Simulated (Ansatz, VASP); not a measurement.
# BaTiO3: VASP beside Ansatz

```
CELL_PARAMETERS angstrom
2.94877 1.70247 2.42064
-2.94877 1.70247 2.42064
0.00000 -3.40495 2.42064
ATOMIC_POSITIONS crystal
Ba 0.98888 0.98888 0.98888
Ti 0.47160 0.47160 0.47160
O 0.51222 0.51222 0.03427
O 0.03427 0.51222 0.51222
O 0.51222 0.03427 0.51222
```

Change from the starting cell: hydrostatic strain +3.8%.

Alike in both runs: task single point; functional r2SCAN; k mesh 6 × 6 × 6; no spin polarisation.

|  | VASP | Ansatz |
| --- | --- | --- |
| version | VASP 6.6.1 | Ansatz 0.2.0 |
| potentials or method | VASP PAW PBE potentials, release 64 (Ba_sv, Ti_sv, O) | plane waves, PAW |
| plane-wave cutoff (eV) | 520 | 500 |
| occupations | gaussian, width 0.01 eV | fixed |
| valence electrons in the cell | 40 | 40 |

Ansatz gave:

| Property | Result |
| --- | --- |
| gap on the k mesh at the Fermi level (eV) | 3.37 |
| pressure (GPa) | -8.9 |
| traceless stress, the component that is largest in VASP (GPa) | 1.43 |
| rms of the force components (eV/Å) | 0.000 |

**Question.** What did VASP give for the same quantities?

**Answer.** gap on the k mesh at the Fermi level (eV): 3.34; pressure (GPa): -7.6; traceless stress, the component that is largest in VASP (GPa): 1.24; rms of the force components (eV/Å): 0.087.

VASP's potentials were made for PBE, not for r2SCAN. Atom by atom the forces differ by 0.087 eV/Å (rms over components).

Spin-orbit coupling is off throughout.
